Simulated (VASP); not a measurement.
A run of VASP 6.6.1 is set up as follows.

File INCAR:

```
PREC = Accurate
ENCUT = 520
EDIFF = 1E-7
ISMEAR = 0
SIGMA = 0.1
LREAL = F
LASPH = T
NELM = 80
ALGO = Normal
ISIF = 2
LWAVE = F
LCHARG = F
GGA = PE
NBANDS = 8
```

Contents of KPOINTS:

```
regular mesh
0
Gamma
  20 20 20
```

File POSCAR:

```
As
1.0
    2.7306350691      0.0000000000      0.0000000000
    0.0000000000      2.7306350691      0.0000000000
    0.0000000000      0.0000000000      2.7306350691
As
1
Direct
    0.0000000000      0.0000000000      0.0000000000
```

Potentials or basis: VASP PAW PBE potentials, release 64 (As).

Run with:

```sh
$ cat potpaw_PBE.64/As/POTCAR > POTCAR
$ mpirun -np 1 vasp_std > vasp.out
```

Question: What does it give for the pressure?

Answer: 0.1 GPa.

Question: Predict the band gap on the k mesh.

Answer: Zero (an odd number of electrons rules out a gap without spin polarisation).
